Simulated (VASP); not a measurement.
# MgI2 (P-3m1) in VASP: notebook, part 2 of 2

VASP 6.6.1. The steps go on from the part before.

## Step 3: Relaxation of cell and atoms, PBEsol

This run uses another cell than the first one, of 34.04 Å³/atom.

The input, INCAR:

```
ALGO     = Normal         # electronic algorithm
EDIFF    = 1E-6           # SCF threshold, eV
EDIFFG   = -0.002         # ionic threshold
ENCUT    = 600            # plane-wave cutoff, eV
GGA      = PS             # functional
IBRION   = 2              # ionic algorithm
ISIF     = 3              # what is computed and relaxed
ISMEAR   = -1             # smearing method
LASPH    = T              # aspherical terms in the spheres
LCHARG   = F              # write CHGCAR
LREAL    = F              # projectors in reciprocal space
LWAVE    = F              # write WAVECAR
NELM     = 60             # most SCF steps
NSW      = 100            # ionic steps
PREC     = Accurate       # precision mode
SIGMA    = 0.08           # smearing width, eV
```

The input, KPOINTS:

```
k-points
0
Gamma
  10 10 6
```

The input, POSCAR:

```
MgI2
1.0
    4.1400000000      0.0000000000      0.0000000000
   -2.0700000000      3.5853451717      0.0000000000
    0.0000000000      0.0000000000      6.8800000000
Mg I
1 2
Direct
    0.0000000000      0.0000000000      0.0000000000
    0.3333333333      0.6666666667      0.2500000000
    0.6666666667      0.3333333333      0.7500000000
```

Potentials or basis: VASP PAW PBE potentials, release 64 (Mg, I).

The run is started by

```
> cat potpaw_PBE.64/Mg/POTCAR potpaw_PBE.64/I/POTCAR > POTCAR
> mpirun -np 1 vasp_std > vasp.out
```

OUTCAR:

```text
EDIFF = 1E-6
   EDIFFG = -0.002
   ENCUT = 600
   GGA = PS
   IBRION = 2
   ISIF = 3
   ISMEAR = -1
   LASPH = T
   LREAL = F
   NELM = 60
   NSW = 100
   PREC = Accurate

 ion  position               nearest neighbor table
   1  0.000  0.000  0.000-   2 2.94   3 2.94   3 2.94   2 2.94   3 2.94   2 2.94
   2  0.333  0.667  0.250-   1 2.94   1 2.94   1 2.94
   3  0.667  0.333  0.750-   1 2.94   1 2.94   1 2.94

  LATTYP: Found a hexagonal cell.
 ALAT       =     4.1400000000
 C/A-ratio  =     1.6618357488

  Lattice vectors:

 A1 = (   4.1400000000,   0.0000000000,   0.0000000000)
 A2 = (  -2.0700000000,   3.5853451717,   0.0000000000)
 A3 = (   0.0000000000,   0.0000000000,   6.8800000000)

Analysis of symmetry for initial positions (statically):
=====================================================================
 Subroutine PRICEL returns:
 Original cell was already a primitive cell.

 Routine SETGRP: Setting up the symmetry group for a
 hexagonal supercell.

 Subroutine GETGRP returns: Found 12 space group operations
 (whereof 12 operations were pure point group operations)
 out of a pool of 24 trial point group operations.

The static configuration has the point symmetry D_3d.

[... 349 lines left out ...]

 number of electron      16.0000000 magnetization

 Free energy of the ion-electron system (eV)
  ---------------------------------------------------
  ext. energy  EPLUGINS =         0.00000000
  ---------------------------------------------------
  free energy    TOTEN  =        -8.42361330 eV

  energy without entropy =       -8.42361330  energy(sigma->0) =       -8.42361330

 E-fermi :   3.7636     XC(G=0):  -8.3063

 val. band max:        2.0797753033   @ k =   0.0000   0.0000   0.0000
 cond. band min:       5.6000163164   @ k =   0.5000   0.0000   0.3333
 fundamental gap:      3.5202410131
 Fermi energy:         3.7635601777

 k-point     1 :       0.0000    0.0000    0.0000
  band No.  band energies     occupation
      1     -10.0009      2.00000
      2      -9.3186      2.00000
      3      -1.4339      2.00000
      4       1.7163      2.00000
      5       1.7163      2.00000
      6       2.0173      2.00000
      7       2.0798      2.00000
      8       2.0798      2.00000
      9       5.7744      0.00000
     10       6.8308      0.00000
     11       8.8107      0.00000
     12       8.8107      0.00000
[... 331 lines left out ...]
 k-point    24 :       0.5000    0.0000    0.1667
  band No.  band energies     occupation
      1      -9.2594      2.00000
      2      -9.0771      2.00000
      3      -1.5724      2.00000
      4      -0.8848      2.00000
      5       0.4001      2.00000
      6       0.7922      2.00000
      7       1.2803      2.00000
      8       1.6127      2.00000
      9       5.6569      0.00000
     10       7.1240      0.00000
     11       7.9205      0.00000
     12       9.1564      0.00000

 [... further k-points ...]

------------------------ aborting loop because EDIFF is reached ----------------------------------------

  FORCE on cell =-STRESS in cart. coord.  units (eV):
  Direction    XX          YY          ZZ          XY          YZ          ZX
  --------------------------------------------------------------------------------------
  -------------------------------------------------------------------------------------
  Total        0.0002688      0.0002688      0.0015626      0.0000000      0.0000000      0.0000000
  in kB        0.0041584      0.0041584      0.0241740      0.0000000      0.0000000      0.0000000
  external PRESSURE =       0.0108303 kB  Pullay stress =       0.0000000 kB
[... 18 lines left out ...]
  FREE ENERGIE OF THE ION-ELECTRON SYSTEM (eV)
  ---------------------------------------------------
  free  energy   TOTEN  =        -8.4236133036 eV

  energy  without entropy=       -8.4236133034  energy(sigma->0) =       -8.42361330

 reached required accuracy - stopping structural energy minimisation
```

OSZICAR:

```text
N       E                     dE             d eps       ncg     rms          rms(c)
DAV:   1     0.845985752821E+02    0.84599E+02   -0.64044E+03  1728   0.118E+03
DAV:   2    -0.186952707364E+01   -0.86468E+02   -0.80468E+02  2564   0.158E+02
DAV:   3    -0.844460679305E+01   -0.65751E+01   -0.65432E+01  2176   0.520E+01
DAV:   4    -0.856992493202E+01   -0.12532E+00   -0.12528E+00  2204   0.874E+00
[... 154 lines left out ...]
DAV:   4    -0.842361303637E+01   -0.23703E-07   -0.14448E-07   904   0.330E-03
  21 F= -.84236130E+01 E0= -.84236130E+01  d E =-.156849E-06
       N       E                     dE             d eps       ncg     rms          rms(c)
DAV:   1    -0.842361530231E+01   -0.22896E-05   -0.32843E-05  1940   0.305E-02    0.746E-03
DAV:   2    -0.842361360369E+01    0.16986E-05   -0.25489E-06  1524   0.971E-03    0.344E-03
DAV:   3    -0.842361330358E+01    0.30011E-06   -0.13385E-06   880   0.615E-03
  22 F= -.84236133E+01 E0= -.84236133E+01  d E =-.424056E-06
```

CONTCAR:

```text
MgI2
   1.00000000000000
     4.1281661416457034    0.0000000000000001   -0.0000000000000000
    -2.0640830708228517    3.5750967497400885    0.0000000000000000
    -0.0000000000000000   -0.0000000000000000    7.0173988922088251
  Mg              I
     1     2
Direct
     0.0000000000000000    0.0000000000000000    0.0000000000000000
     0.3333333332999970    0.6666666667000030    0.2378064326521299
     0.6666666667000030    0.3333333332999970    0.7621935673478700

  0.00000000E+00  0.00000000E+00  0.00000000E+00
  0.00000000E+00  0.00000000E+00  0.00000000E+00
  0.00000000E+00  0.00000000E+00  0.00000000E+00
```

Run time: 20 min. Hardware: 1 thread of Intel Xeon 8259CL, shared host; peak memory 0.37 GiB.

What came out:

```
Free energy                           : -8.4236 eV
Relaxed volume                        : 34.52 Å³/atom
Relaxed cell                          : a = 4.128 Å, b = 4.128 Å, c = 7.017 Å, α = 90.00°, β = 90.00°, γ = 120.00°
Space group after relaxing (to 0.1 Å) : P-3m1 (No. 164)
Energy gained by relaxing             : 6.5 meV/atom
Ionic steps                           : 22
Pressure after relaxing               : 0.0 GPa
Band gap on the k mesh                : 3.52 eV (least direct gap 3.69 eV)
```

The path:
```tsv
step	energy change (eV)	largest force (eV/Å)	pressure (GPa)	volume (Å³)
1	0.0000	0.3000	-0.86	102.12
2	-0.0122	0.0964	0.16	99.45
3	-0.0122	0.0920	0.18	99.40
4	-0.0136	0.0765	0.14	99.77
5	-0.0154	0.0382	0.05	100.70
6	-0.0156	0.0234	0.02	101.07
7	-0.0168	0.0223	0.00	101.47
8	-0.0189	0.0223	-0.04	102.66
9	-0.0185	0.0290	-0.06	105.01
10	-0.0194	0.0214	-0.05	103.71
11	-0.0194	0.0210	-0.06	103.57
12	-0.0191	0.0355	0.20	103.13
13	-0.0195	0.0045	0.02	103.44
14	-0.0195	0.0009	0.01	103.57
15	-0.0195	0.0010	0.00	103.57
16	-0.0195	0.0003	0.01	103.55
17	-0.0195	0.0000	0.00	103.55
18	-0.0195	0.0020	0.01	103.49
19	-0.0195	0.0004	0.01	103.54
20	-0.0195	0.0060	-0.01	103.64
21	-0.0195	0.0025	-0.01	103.59
22	-0.0195	0.0015	0.00	103.57
```

Final structure:
```
Mg I
1.0
     4.12817    0.00000    0.00000
    -2.06408    3.57510    0.00000
     0.00000    0.00000    7.01740
Mg I
1 2
Direct
  0.00000 0.00000 0.00000
  0.33333 0.66667 0.23781
  0.66667 0.33333 0.76219
```

Levels at points of the mesh, in eV from the valence-band top:
```csv
k point,band 5,band 6,band 7,band 8,band 9,band 10,band 11,band 12
"(0.00, 0.00, 0.00)",-0.36,-0.06,0.00,0.00,3.69,4.75,6.73,6.73
"(0.50, 0.00, 0.00)",-1.80,-1.32,-0.87,-0.42,3.64,5.27,5.46,7.03
"(0.00, 0.00, 0.50)",-0.29,-0.29,-0.08,-0.08,4.65,4.82,6.58,6.58
"(0.50, 0.00, 0.50)",-1.18,-1.17,-0.78,-0.62,3.54,5.15,5.55,6.03
```

Caveat: the PAW data sets were made with another functional, which shifts forces and pressure a little; spin-orbit coupling is left out, which moves the levels of the heavy elements; this functional lacks dispersion, which binds the layers, so the pressure and a relaxed spacing across them are unreliable.
